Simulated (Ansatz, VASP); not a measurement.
## SiC: VASP beside Ansatz

```
Si C
1.0
     0.00000    2.23250    2.14194
     2.23250    0.00000    2.14194
     2.23250    2.23250    0.00000
Si C
1 1
Direct
  0.00000 0.00000 0.00000
  0.25000 0.25000 0.25000
```

Change from the starting cell: epitaxial_xy strain +2.5%.

Alike in both runs: task single point; functional HSE06; k mesh 8 × 8 × 8; no spin polarisation.

```csv
,VASP,Ansatz
version,VASP 6.6.1,Ansatz 0.2.0
potentials or method,"VASP PAW PBE potentials, release 64 (Si, C)","plane waves, PAW"
plane-wave cutoff (eV),520,420
occupations,"gaussian, width 0.01 eV",fixed
valence electrons in the cell,8,8
```

```tsv
	VASP	Ansatz	Ansatz less VASP
gap on the k mesh at the Fermi level (eV)	1.82	1.82	-0.003
pressure (GPa)	-8.6	-8.3	+0.34
traceless stress, the component that is largest in VASP (GPa)	7.00	6.96	-0.043
```

Ansatz's warnings: stress exchange threshold loose, stress scf threshold loose.
